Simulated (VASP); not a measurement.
# Te (P6/mmm) in VASP: notebook

Runs on Te. Level: revPBE. Tasks: single point, relaxation of cell and atoms.

All numbers are computed with VASP 6.6.1; they aren't measurements. Logs are shortened: lines on timing, memory, paths and dates and some standing lists are left out, and cuts for length are marked.

## 1. The cell of the first run

The structure is hexagonal, space group P6/mmm (No. 191). The conventional cell has a = 5.587 Å, b = 5.587 Å, c = 3.285 Å, α = 90.00°, β = 90.00°, γ = 120.00°. Te (site symmetry 6/mmm) has 14 Te at 3.28 to 3.62 Å within 4.3 Å. Te (site symmetry -6m2) has 11 Te at 3.23 to 3.62 Å within 4.2 Å.

This isn't the form of Te at room conditions, which is trigonal, of chains.

## 2. Single point, revPBE

Input file INCAR:

```
PREC     = Accurate       # precision mode
ENCUT    = 500            # plane-wave cutoff, eV
EDIFF    = 1E-6           # SCF threshold, eV
ISMEAR   = -1             # smearing method
SIGMA    = 0.1            # smearing width, eV
LREAL    = F              # projectors in reciprocal space
LASPH    = T              # aspherical terms in the spheres
NELM     = 120            # most SCF steps
ALGO     = Normal         # electronic algorithm
ISIF     = 2              # what is computed and relaxed
LWAVE    = F              # write WAVECAR
LCHARG   = F              # write CHGCAR
GGA      = RE             # functional
NBANDS   = 16             # bands
GGA_COMPAT= F
```

Input file KPOINTS:

```
Automatic mesh
0
Gamma
  9 9 13
```

Input file POSCAR:

```
Te
1.0
    5.5866401676      0.0000000000      0.0000000000
   -2.7933200838      4.8381723069      0.0000000000
    0.0000000000      0.0000000000      3.2848525836
Te
3
Direct
    0.0000000000      0.0000000000      0.0000000000
    0.3333333333      0.6666666667      0.5000000000
    0.6666666667      0.3333333333      0.5000000000
```

Potentials or basis: VASP PAW PBE potentials, release 64 (Te).

The run is started by

```sh
$ cat potpaw_PBE.64/Te/POTCAR > POTCAR
$ mpirun -np 1 vasp_std > vasp.out
```

OUTCAR:

```text
PREC = Accurate
   ENCUT = 500
   EDIFF = 1E-6
   ISMEAR = -1
   LREAL = F
   LASPH = T
   NELM = 120
   ISIF = 2
   GGA = RE

 ion  position               nearest neighbor table
   1  0.000  0.000  0.000-   2 3.62   3 3.62   2 3.62   3 3.62   2 3.62   2 3.62   3 3.62   3 3.62
                             3 3.62   3 3.62   2 3.62   2 3.62
   2  0.333  0.667  0.500-   3 3.23   3 3.23   3 3.23   1 3.62   1 3.62   1 3.62   1 3.62   1 3.62
                             1 3.62
   3  0.667  0.333  0.500-   2 3.23   2 3.23   2 3.23   1 3.62   1 3.62   1 3.62   1 3.62   1 3.62
                             1 3.62

  LATTYP: Found a hexagonal cell.
 ALAT       =     5.5866401676
 C/A-ratio  =     0.5879835617

  Lattice vectors:

 A1 = (   5.5866401676,   0.0000000000,   0.0000000000)
 A2 = (  -2.7933200838,   4.8381723069,   0.0000000000)
 A3 = (   0.0000000000,   0.0000000000,   3.2848525836)

Analysis of symmetry for initial positions (statically):
=====================================================================
 Subroutine PRICEL returns:
 Original cell was already a primitive cell.

 Routine SETGRP: Setting up the symmetry group for a
 hexagonal supercell.

 Subroutine GETGRP returns: Found 24 space group operations
 (whereof 24 operations were pure point group operations)
 out of a pool of 24 trial point group operations.

The static configuration has the point symmetry D_6h.

Analysis of symmetry for dynamics (positions and initial velocities):
=====================================================================
 Subroutine PRICEL returns:
 Original cell was already a primitive cell.

 Routine SETGRP: Setting up the symmetry group for a
 hexagonal supercell.

 Subroutine GETGRP returns: Found 24 space group operations
 (whereof 24 operations were pure point group operations)
 out of a pool of 24 trial point group operations.

The dynamic configuration has the point symmetry D_6h.

 Subroutine INISYM returns: Found 24 space group operations
 (whereof 24 operations are pure point group operations),
 and found     1 'primitive' translations

----------------------------------------------------------------------------------------

                                     Primitive cell

  volume of cell :      88.7867

  direct lattice vectors                    reciprocal lattice vectors
     5.586640168  0.000000000  0.000000000     0.178998462  0.103344810  0.000000000
    -2.793320084  4.838172307  0.000000000     0.000000000  0.206689621  0.000000000
[... 90 lines left out ...]
   NSW    =      0    number of steps for IOM
   IBRION =     -1    ionic relax: 0-MD 1-quasi-New 2-CG
   NFREE  =      0    steps in history (QN), initial steepest desc. (CG)
   ISIF   =      2    stress and relaxation
   ISYM   =      2    0-nonsym 1-usesym 2-fastsym
   POTIM  = 0.5000    time-step for ionic-motion
   TEBEG  =    0.0;   TEEND  =   0.0 temperature during run
   PSTRESS=    0.0 pullay stress
   NELECT =      18.0000    total number of electrons
   NUPDOWN=      -1.0000    fix difference up-down
   EMIN   =  10.00;   EMAX   =-10.00  energy-range for DOS
   EFERMI =   0.00;   METHOD = LEGACY
   ISMEAR =    -1;   SIGMA  =   0.10  broadening in eV -4-tet -1-fermi 0-gaus
   EFERMI_NEDOS =   21; number of points for ismear=-14 and -15
   IALGO  =     38    algorithm
   IMIX   =      4    mixing-type and parameters
     AMIX     =   0.40;   BMIX     =  1.00
     AMIX_MAG =   1.60;   BMIX_MAG =  1.00
  volume/ion in A,a.u.               =      29.60       199.72
  Fermi-wavevector in a.u.,A,eV,Ry     =   0.961722  1.817392 12.584162  0.924910
  Thomas-Fermi vector in A             =   2.091119
   LORBIT       =      0    0 simple, 1 ext, 2 COOP (PROOUT), +10 PAW based schemes
   GGA     = RE    functional components
   LHFCALC =     F    Hartree Fock is set to
   AEXX    =    0.0000 exact exchange contribution
   IVDW    =     0    specifies the selected vdW correction
   LEPSILON=     F    determine dielectric tensor
   LRPA    =     F    only Hartree local field effects (RPA)
 non-spin polarized calculation
  energy-cutoff  :      500.00
  volume of cell :       88.79
 maximum number of plane-waves:      2274
 NGX is ok and might be reduce to    42
   NGX = 21   NGY = 21   NGZ = 11

 number of electron      18.0000001 magnetization

 Free energy of the ion-electron system (eV)
  ---------------------------------------------------
  ext. energy  EPLUGINS =         0.00000000
  ---------------------------------------------------
  free energy    TOTEN  =        -7.40993386 eV

  energy without entropy =       -7.32585841  energy(sigma->0) =       -7.36789613

 E-fermi :   7.4517     XC(G=0):  -9.8533

 val. band max:        7.4183634884   @ k =   0.2222  -0.0000   0.0769
 cond. band min:       7.4598024672   @ k =   0.2222   0.2222   0.1538
 fundamental gap:      0.0414389789
 Fermi energy:         7.4516691336

 k-point     1 :       0.0000    0.0000    0.0000
  band No.  band energies     occupation
      1      -6.2355      2.00000
      2      -3.0287      2.00000
      3      -3.0242      2.00000
      4       2.9936      2.00000
      5       2.9936      2.00000
      6       3.4448      2.00000
[... 433 lines left out ...]
      3      -4.2054      2.00000
      4       3.3090      2.00000
      5       3.8472      2.00000
      6       3.8472      2.00000
[... 8 lines left out ...]
     15      13.6303      0.00000
     16      15.2678      0.00000

 [... further k-points ...]

------------------------ aborting loop because EDIFF is reached ----------------------------------------

  FORCE on cell =-STRESS in cart. coord.  units (eV):
  Direction    XX          YY          ZZ          XY          YZ          ZX
  --------------------------------------------------------------------------------------
  -------------------------------------------------------------------------------------
  Total        0.3640856      0.3640856     -0.8964661     -0.0000000      0.0000000      0.0000000
  in kB        6.5700128      6.5700128    -16.1769463     -0.0000000      0.0000000      0.0000000
  external PRESSURE =      -1.0123069 kB  Pullay stress =       0.0000000 kB

 VOLUME and BASIS-vectors are now :
 -----------------------------------------------------------------------------
  energy-cutoff  :      500.00
  volume of cell :       88.79
      direct lattice vectors                 reciprocal lattice vectors
     5.586640168  0.000000000  0.000000000     0.178998462  0.103344810  0.000000000
    -2.793320084  4.838172307  0.000000000     0.000000000  0.206689621  0.000000000
     0.000000000  0.000000000  3.284852584     0.000000000  0.000000000  0.304427664

 POSITION                                       TOTAL-FORCE (eV/Angst)
 -----------------------------------------------------------------------------------
      0.00000      0.00000      0.00000        -0.000000     -0.000000      0.000000
     -0.00000      3.22545      1.64243         0.000000     -0.000000      0.000000
      2.79332      1.61272      1.64243        -0.000000      0.000000      0.000000
 -----------------------------------------------------------------------------------
    total drift:                               -0.000000      0.000000     -0.000000

  FREE ENERGIE OF THE ION-ELECTRON SYSTEM (eV)
  ---------------------------------------------------
  free  energy   TOTEN  =        -7.4099338576 eV

  energy  without entropy=       -7.3258584073  energy(sigma->0) =       -7.36789613
```

stdout:

```text
POSCAR found type information on POSCAR Te
 POSCAR found :  1 types and       3 ions
 scaLAPACK will be used
 -----------------------------------------------------------------------------
|                                                                             |
|                                                                             |
|     You enforced a specific xc type in the INCAR file but a different       |
|     I HOPE YOU KNOW WHAT YOU ARE DOING!                                     |
|                                                                             |
 -----------------------------------------------------------------------------

 LDA part: xc-table for (Slater+PW92), standard interpolation
 POSCAR, INCAR and KPOINTS ok, starting setup
 FFT: planning ... GRIDC
 FFT: planning ... GRID_SOFT
 FFT: planning ... GRID
 WAVECAR not read
 entering main loop
```

Wall time 2.7 min (1 thread of Oxide Virtual Turin-like, shared host); peak memory 0.21 GiB.

Results:

```
Free energy            : -7.4099 eV
Pressure               : -0.1 GPa
Band gap on the k mesh : zero (bands 9 and 10 overlap by 4.72 eV)
```

Levels at points of the mesh, in eV from the Fermi level:
```
           k point  band 5  band 6  band 7  band 8  band 9  band 10  band 11  band 12  band 13  band 14
(0.00, 0.00, 0.00)   -4.46   -4.01   -4.01    0.36    2.59     2.59     3.00     3.19     5.18     8.93
```

Caveat: the PAW data sets were made with another functional, which shifts forces and pressure a little; spin-orbit coupling is left out, which moves the levels of the heavy elements.

## 3. Relaxation of cell and atoms, revPBE

This run uses another cell than the first one, of 28.84 Å³/atom.

Input file INCAR:

```
PREC = Accurate
ENCUT = 500
EDIFF = 1E-7
ISMEAR = -1
SIGMA = 0.1
LREAL = F
LASPH = T
NELM = 120
ALGO = Normal
ISIF = 3
LWAVE = F
LCHARG = F
GGA = RE
IBRION = 2
NSW = 80
EDIFFG = -0.01
GGA_COMPAT = F
NELMIN = 4
```

Input file KPOINTS:

```
regular mesh
0
Gamma
  7 7 9
```

Input file POSCAR:

```
Te
1.0
    5.4620799878      0.0000000000      0.0000000000
   -2.7310399939      4.7303000269      0.0000000000
    0.0000000000      0.0000000000      3.3482550325
Te
3
Direct
    0.0000000000      0.0000000000      0.0000000000
    0.3333333333      0.6666666667      0.5000000000
    0.6666666667      0.3333333333      0.5000000000
```

Potentials or basis: VASP PAW PBE potentials, release 64 (Te).

The run is started by

```sh
$ cat potpaw_PBE.64/Te/POTCAR > POTCAR
$ mpirun -np 1 vasp_std > vasp.out
```

Run time: 4.8 min. Hardware: 1 thread of Oxide Virtual Turin-like, shared host; peak memory 0.18 GiB.

It converged, with:

```yaml
Free_energy: -7.4042 eV
Relaxed_volume: 29.53 Å³/atom
Relaxed_cell: a = 5.579 Å, b = 5.579 Å, c = 3.286 Å, α = 90.00°, β = 90.00°, γ = 120.00°
Space_group_after_relaxing_to_0.1_Å: P6/mmm (No. 191)
Energy_gained_by_relaxing: 4.0 meV/atom
Ionic_steps: 10
Pressure_after_relaxing: 0.0 GPa
Band_gap_on_the_k_mesh: zero (bands 9 and 10 overlap by 4.44 eV)
```

Step by step:
| step | energy change (eV) | largest force (eV/Å) | pressure (GPa) | volume (Å³) |
| --- | --- | --- | --- | --- |
| 1 | 0.0000 | 0.0000 | 1.11 | 86.51 |
| 2 | -0.0060 | 0.0000 | -0.36 | 89.04 |
| 3 | -0.0066 | 0.0000 | -0.02 | 88.42 |
| 4 | -0.0071 | 0.0000 | -0.02 | 88.42 |
| 5 | -0.0089 | 0.0000 | -0.02 | 88.43 |
| 6 | -0.0118 | 0.0000 | 0.06 | 88.44 |
| 7 | -0.0118 | 0.0000 | 0.11 | 88.43 |
| 8 | -0.0119 | 0.0000 | 0.08 | 88.43 |
| 9 | -0.0116 | 0.0000 | -0.22 | 89.01 |
| 10 | -0.0119 | 0.0000 | 0.01 | 88.58 |

Final structure:
```cif
data_structure
_symmetry_space_group_name_H-M 'P 1'
_symmetry_Int_Tables_number 1
_cell_length_a 5.5795
_cell_length_b 5.5795
_cell_length_c 3.2857
_cell_angle_alpha 90.000
_cell_angle_beta 90.000
_cell_angle_gamma 120.000
_cell_volume 88.58
loop_
_atom_site_label
_atom_site_type_symbol
_atom_site_fract_x
_atom_site_fract_y
_atom_site_fract_z
_atom_site_occupancy
Te1 Te 0.00000 0.00000 0.00000 1
Te2 Te 0.33333 0.66667 0.50000 1
Te3 Te 0.66667 0.33333 0.50000 1
```

Levels at points of the mesh, in eV from the Fermi level:
```
           k point  band 5  band 6  band 7  band 8  band 9  band 10  band 11  band 12  band 13
(0.00, 0.00, 0.00)   -4.47   -4.02   -4.02    0.34    2.61     2.61     3.02     3.20     5.17
```

Caveat: the PAW data sets were made with another functional, which shifts forces and pressure a little; spin-orbit coupling is left out, which moves the levels of the heavy elements.

The gap in the log of VASP goes by the Fermi energy; the results here count the filled bands.